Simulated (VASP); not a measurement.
# SrRe2B2 (Fddd) in VASP: single point with PBE

Aim: the single point of SrRe2B2 with PBE.

Everything below comes from runs of VASP 6.6.1. Logs are shortened: lines on timing, memory, paths and dates and some standing lists are left out, and cuts for length are marked.

## Step 1: The cell of the first run

The structure is orthorhombic, space group Fddd (No. 70). Conventional cell: a = 6.044 Å, b = 9.486 Å, c = 10.771 Å, α = 90.00°, β = 90.00°, γ = 90.00°. Within 2.9 Å of Re (site symmetry 2) lie 4 B at 2.12 to 2.15 Å and 3 Re at 2.80 to 2.81 Å. Within 4.1 Å of Sr (site symmetry 222) lie 10 Re at 3.09 to 3.98 Å and 10 B at 3.11 to 3.43 Å and 4 Sr at 3.89 Å. B (site symmetry 2) has 4 Re at 2.12 to 2.15 Å within 2.8 Å.

## Step 2: Single point, PBE

The input, INCAR:

```
SYSTEM = SrRe2B2
PREC     = Accurate       ! precision mode
ENCUT    = 520            ! plane-wave cutoff, eV
EDIFF    = 1E-6           ! SCF threshold, eV
ISMEAR   = 1              ! smearing method
SIGMA    = 0.0445         ! smearing width, eV
LREAL    = .False.        ! projectors in reciprocal space
LASPH    = .True.         ! aspherical terms in the spheres
NELM     = 100            ! most SCF steps
ALGO     = Normal         ! electronic algorithm
ISIF     = 2              ! what is computed and relaxed
LWAVE    = .False.        ! write WAVECAR
LCHARG   = .False.        ! write CHGCAR
GGA      = PE             ! functional
NBANDS   = 41             ! bands
```

The input, KPOINTS:

```
Automatic mesh
0
Gamma
  6 6 6
  0 0 0
```

The input, POSCAR:

```
SrRe2B2
1.0
    0.0000000000      4.7428990000      3.0221540000
    0.0000000000     -4.7428990000      3.0221540000
    5.3852770000      0.0000000000     -3.0221540000
Re Sr B
4 2 4
Direct
    0.3699000000      0.3699000000      0.7398000000
    0.6301000000      0.6301000000      0.2602000000
    0.3801000000      0.8801000000      0.7602000000
    0.1199000000      0.6199000000      0.2398000000
    0.0000000000      0.0000000000      0.0000000000
    0.7500000000      0.2500000000      0.5000000000
    0.3280000000      0.6720000000      0.0000000000
    0.6720000000      0.3280000000      0.0000000000
    0.4220000000      0.5780000000      0.5000000000
    0.0780000000      0.9220000000      0.5000000000
```

Potentials or basis: VASP PAW PBE potentials, release 64 (Re, Sr_sv, B).

Command:

```console
> cat potpaw_PBE.64/Re/POTCAR potpaw_PBE.64/Sr_sv/POTCAR potpaw_PBE.64/B/POTCAR > POTCAR
> mpirun -np 1 vasp_std > vasp.out
```

OUTCAR:

```text
SYSTEM = SrRe2B2
   PREC = Accurate
   ENCUT = 520
   EDIFF = 1E-6
   ISMEAR = 1
   LREAL = .False.
   LASPH = .True.
   NELM = 100
   ISIF = 2
   GGA = PE

 ion  position               nearest neighbor table
   1  0.370  0.370  0.740-   9 2.12  10 2.12   7 2.15   8 2.15   2 2.80   3 2.81   3 2.81   6 3.09
                             6 3.09   5 3.33   5 3.33   5 3.98
   2  0.630  0.630  0.260-   9 2.12  10 2.12   7 2.15   8 2.15   1 2.80   4 2.81   4 2.81   6 3.09
                             6 3.09   5 3.33   5 3.33   5 3.98
   3  0.380  0.880  0.760-   7 2.12   8 2.12   9 2.15  10 2.15   4 2.80   1 2.81   1 2.81   5 3.09
                             5 3.09   6 3.33   6 3.33   6 3.98
   4  0.120  0.620  0.240-   7 2.12   8 2.12   9 2.15  10 2.15   3 2.80   2 2.81   2 2.81   5 3.09
                             5 3.09   6 3.33   6 3.33   6 3.98
   5  0.000  0.000  0.000-   4 3.09   3 3.09   4 3.09   3 3.09   8 3.11   7 3.11  10 3.18  10 3.18
                             9 3.18   9 3.18   2 3.33   2 3.33   1 3.33   1 3.33   7 3.43   7 3.43
   6  0.750  0.250  0.500-   1 3.09   1 3.09   2 3.09   2 3.09  10 3.11   9 3.11   8 3.18   8 3.18
                             7 3.18   7 3.18   3 3.33   3 3.33   4 3.33   4 3.33   9 3.43  10 3.43
   7  0.328  0.672  0.000-   3 2.12   4 2.12   1 2.15   2 2.15   5 3.11   6 3.18   6 3.18   5 3.43
                             5 3.43
   8  0.672  0.328  0.000-   3 2.12   4 2.12   1 2.15   2 2.15   5 3.11   6 3.18   6 3.18   5 3.43
                             5 3.43
   9  0.422  0.578  0.500-   1 2.12   2 2.12   3 2.15   4 2.15   6 3.11   5 3.18   5 3.18   6 3.43
                             6 3.43
  10  0.078  0.922  0.500-   1 2.12   2 2.12   3 2.15   4 2.15   6 3.11   5 3.18   5 3.18   6 3.43
                             6 3.43

  LATTYP: Found a face centered orthorhombic cell.
 ALAT       =     6.0443080000
 B/A-ratio  =     1.5693770073
 C/A-ratio  =     1.7819333495

  Lattice vectors:

 A1 = (   5.3852770000,  -4.7428990000,   0.0000000000)
 A2 = (   5.3852770000,   0.0000000000,   3.0221540000)
 A3 = (   0.0000000000,  -4.7428990000,   3.0221540000)

Analysis of symmetry for initial positions (statically):
=====================================================================
 Subroutine PRICEL returns:
 Original cell was already a primitive cell.

 Routine SETGRP: Setting up the symmetry group for a
 face centered orthorhombic supercell.

 Subroutine GETGRP returns: Found  8 space group operations
 (whereof  4 operations were pure point group operations)
 out of a pool of  8 trial point group operations.

The static configuration has the point symmetry D_2 .
 The point group associated with its full space group is D_2h.

Analysis of symmetry for dynamics (positions and initial velocities):
=====================================================================
 Subroutine PRICEL returns:
 Original cell was already a primitive cell.

 Routine SETGRP: Setting up the symmetry group for a
 face centered orthorhombic supercell.

 Subroutine GETGRP returns: Found  8 space group operations
 (whereof  4 operations were pure point group operations)
 out of a pool of  8 trial point group operations.

The dynamic configuration has the point symmetry D_2 .
 The point group associated with its full space group is D_2h.

 Subroutine INISYM returns: Found  8 space group operations
 (whereof  4 operations are pure point group operations),
 and found     1 'primitive' translations

----------------------------------------------------------------------------------------

                                     Primitive cell

  volume of cell :     154.3827

  direct lattice vectors                    reciprocal lattice vectors
     0.000000000  4.742899000  3.022154000     0.092845735  0.105420756  0.165444911
     0.000000000 -4.742899000  3.022154000     0.092845735 -0.105420756  0.165444911
     5.385277000  0.000000000 -3.022154000     0.185691470  0.000000000  0.000000000

  length of vectors
     5.623922628  5.623922628  6.175323730     0.217038902  0.217038902  0.185691470

  position of ions in fractional coordinates (direct lattice)
     0.369900000  0.369900000  0.739800000
     0.630100000  0.630100000  0.260200000
     0.380100000  0.880100000  0.760200000
     0.119900000  0.619900000  0.239800000
     0.000000000  0.000000000  0.000000000
     0.750000000  0.250000000  0.500000000
     0.328000000  0.672000000  0.000000000
     0.672000000  0.328000000  0.000000000
     0.422000000  0.578000000  0.500000000
     0.078000000  0.922000000  0.500000000

  ion indices of the primitive-cell ions
   primitive index   ion index
                 1           1
[... 23 lines left out ...]
     0.030948578  0.000000000  0.000000000     0.000000000  0.000000000  0.166666667

  Length of vectors
     0.036173150  0.036173150  0.030948578

  Shift w.r.t. Gamma in fractional coordinates (k-lattice)
     0.000000000  0.000000000  0.000000000

 Subroutine IBZKPT returns following result:
 ===========================================

 Found     46 irreducible k-points:

 Following reciprocal coordinates:
            Coordinates               Weight
  0.000000  0.000000  0.000000      1.000000
  0.166667  0.000000 -0.000000      8.000000
  0.333333 -0.000000  0.000000      8.000000
  0.500000  0.000000 -0.000000      4.000000
  0.166667  0.166667 -0.000000      4.000000
  0.333333  0.166667 -0.000000      8.000000
[... 16 lines left out ...]
  0.333333  0.333333  0.166667      2.000000
 -0.333333  0.333333  0.166667      4.000000
 [... further k-points ...]
   k-points           NKPTS =     46   k-points in BZ     NKDIM =     46   number of bands    NBANDS=     41
   number of dos      NEDOS =    301   number of ions     NIONS =     10
   total plane-waves  NPLWV =  84672
   dimension x,y,z NGX =    42 NGY =   42 NGZ =   48
   dimension x,y,z NGXF=    84 NGYF=   84 NGZF=   96
   ions per type =               4   2   4
   NGX,Y,Z   is equivalent  to a cutoff of  12.42, 12.42, 12.92 a.u.
   NGXF,Y,Z  is equivalent  to a cutoff of  24.83, 24.83, 25.84 a.u.
 SYSTEM =  SrRe2B2
   PREC   = accura    normal or accurate (medium, high low for compatibility)
   ISTART =      0    job   : 0-new  1-cont  2-samecut
   ICHARG =      2    charge: 1-file 2-atom 10-const
   ISPIN  =      1    spin polarized calculation?
   LNONCOLLINEAR =      F non collinear calculations
   LSORBIT =      F    spin-orbit coupling
   LASPH  =      T    aspherical Exc in radial PAW
   ENCUT  =  520.0 eV  38.22 Ry    6.18 a.u.  10.46 10.46 11.48*2*pi/ulx,y,z
   NELM   =    100;   NELMIN=  2; NELMDL= -5     # of ELM steps
   EDIFF  = 0.1E-05   stopping-criterion for ELM
   LREAL  =      F    real-space projection
   EDIFFG = 0.1E-04   stopping-criterion for IOM
   NSW    =      0    number of steps for IOM
   IBRION =     -1    ionic relax: 0-MD 1-quasi-New 2-CG
   NFREE  =      0    steps in history (QN), initial steepest desc. (CG)
   ISIF   =      2    stress and relaxation
   ISYM   =      2    0-nonsym 1-usesym 2-fastsym
   POTIM  = 0.5000    time-step for ionic-motion
   TEBEG  =    0.0;   TEEND  =   0.0 temperature during run
   PSTRESS=    0.0 pullay stress
   NELECT =      60.0000    total number of electrons
   NUPDOWN=      -1.0000    fix difference up-down
   EMIN   =  10.00;   EMAX   =-10.00  energy-range for DOS
   EFERMI =   0.00;   METHOD = LEGACY
   ISMEAR =     1;   SIGMA  =   0.04  broadening in eV -4-tet -1-fermi 0-gaus
   EFERMI_NEDOS =   21; number of points for ismear=-14 and -15
   IALGO  =     38    algorithm
   IMIX   =      4    mixing-type and parameters
     AMIX     =   0.40;   BMIX     =  1.00
     AMIX_MAG =   1.60;   BMIX_MAG =  1.00
  volume/ion in A,a.u.               =      15.44       104.18
  Fermi-wavevector in a.u.,A,eV,Ry     =   1.194701  2.257657 19.419725  1.427309
  Thomas-Fermi vector in A             =   2.330684
   LORBIT       =      0    0 simple, 1 ext, 2 COOP (PROOUT), +10 PAW based schemes
   GGA     = PE    functional components
   LHFCALC =     F    Hartree Fock is set to
   AEXX    =    0.0000 exact exchange contribution
   IVDW    =     0    specifies the selected vdW correction
   LEPSILON=     F    determine dielectric tensor
   LRPA    =     F    only Hartree local field effects (RPA)
 non-spin polarized calculation
 Methfessel and Paxton  Order N= 1 SIGMA  =   0.04
  energy-cutoff  :      520.00
  volume of cell :      154.38
 maximum number of plane-waves:      4191
 NGX is ok and might be reduce to    42
   NGX = 21   NGY = 21   NGZ = 23

 number of electron      59.9999999 magnetization

 Free energy of the ion-electron system (eV)
  ---------------------------------------------------
  ext. energy  EPLUGINS =         0.00000000
  ---------------------------------------------------
  free energy    TOTEN  =       -77.66330412 eV

  energy without entropy =      -77.66323531  energy(sigma->0) =      -77.66328118

 E-fermi :   4.9956     XC(G=0): -11.3671

 val. band max:        4.9916785765   @ k =  -0.1667   0.1667   0.3333
 cond. band min:       4.9961648057   @ k =  -0.3333   0.1667   0.0000
 fundamental gap:      0.0044862292
 Fermi energy:         4.9955917452

 k-point     1 :       0.0000    0.0000    0.0000
  band No.  band energies     occupation
      1     -29.3342      2.00000
      2     -29.2969      2.00000
      3     -11.6128      2.00000
      4     -11.5971      2.00000
      5     -11.5330      2.00000
      6     -11.4963      2.00000
[... 1045 lines left out ...]
     40       9.7195      0.00000
     41       9.8298      0.00000

 [... further k-points ...]

------------------------ aborting loop because EDIFF is reached ----------------------------------------

  FORCE on cell =-STRESS in cart. coord.  units (eV):
  Direction    XX          YY          ZZ          XY          YZ          ZX
  --------------------------------------------------------------------------------------
  -------------------------------------------------------------------------------------
  Total        3.2607812     10.0735689     14.4640295      0.0000000      0.0000000      0.0000000
  in kB       33.8402626    104.5431142    150.1071473      0.0000000      0.0000000      0.0000000
  external PRESSURE =      96.1635081 kB  Pullay stress =       0.0000000 kB

 VOLUME and BASIS-vectors are now :
 -----------------------------------------------------------------------------
  energy-cutoff  :      520.00
  volume of cell :      154.38
      direct lattice vectors                 reciprocal lattice vectors
     0.000000000  4.742899000  3.022154000     0.092845735  0.105420756  0.165444911
     0.000000000 -4.742899000  3.022154000     0.092845735 -0.105420756  0.165444911
     5.385277000  0.000000000 -3.022154000     0.185691470  0.000000000  0.000000000

 POSITION                                       TOTAL-FORCE (eV/Angst)
 -----------------------------------------------------------------------------------
      3.98403      0.00000      0.00000         0.448108      0.000000      0.000000
      1.40125      0.00000      3.02215        -0.448108      0.000000     -0.000000
      4.09389     -2.37145      1.51108        -0.448108     -0.000000     -0.000000
      1.29139     -2.37145      1.51108         0.448108     -0.000000      0.000000
      0.00000      0.00000      0.00000        -0.000000      0.000000     -0.000000
      2.69264      2.37145      1.51108        -0.000000     -0.000000     -0.000000
      0.00000     -1.63156      3.02215         0.000000     -0.480786     -0.000000
      0.00000      1.63156      3.02215         0.000000      0.480786     -0.000000
      2.69264     -0.73989      1.51108        -0.000000      0.480786     -0.000000
      2.69264     -4.00301      1.51108        -0.000000     -0.480786     -0.000000
 -----------------------------------------------------------------------------------
    total drift:                               -0.000000      0.000000      0.000000

  FREE ENERGIE OF THE ION-ELECTRON SYSTEM (eV)
  ---------------------------------------------------
  free  energy   TOTEN  =       -77.6633041203 eV

  energy  without entropy=      -77.6632353051  energy(sigma->0) =      -77.66328118
```

Wall time 7.2 min (1 thread of Intel Xeon Platinum 8259CL at 2.50GHz (Skylake/Cascade Lake), shared host); peak memory 0.44 GiB.

Results:

| Property | Result |
| --- | --- |
| Free energy | -77.6633 eV |
| Pressure | 9.6 GPa |
| Largest force | 0.481 eV/Å |
| Band gap on the k mesh | zero (bands 30 and 31 overlap by 0.63 eV) |

Forces on the atoms (eV/Å):
```
Re   0.448  0.000  0.000
Re  -0.448  0.000  0.000
Re  -0.448  0.000  0.000
Re   0.448  0.000  0.000
Sr   0.000  0.000  0.000
Sr   0.000  0.000  0.000
B    0.000 -0.481  0.000
B    0.000  0.481  0.000
B    0.000  0.481  0.000
B    0.000 -0.481  0.000
```

Caveat: the stress differs along the axes, from 3 to 15 GPa; spin-orbit coupling is left out, which moves the levels of the heavy elements.
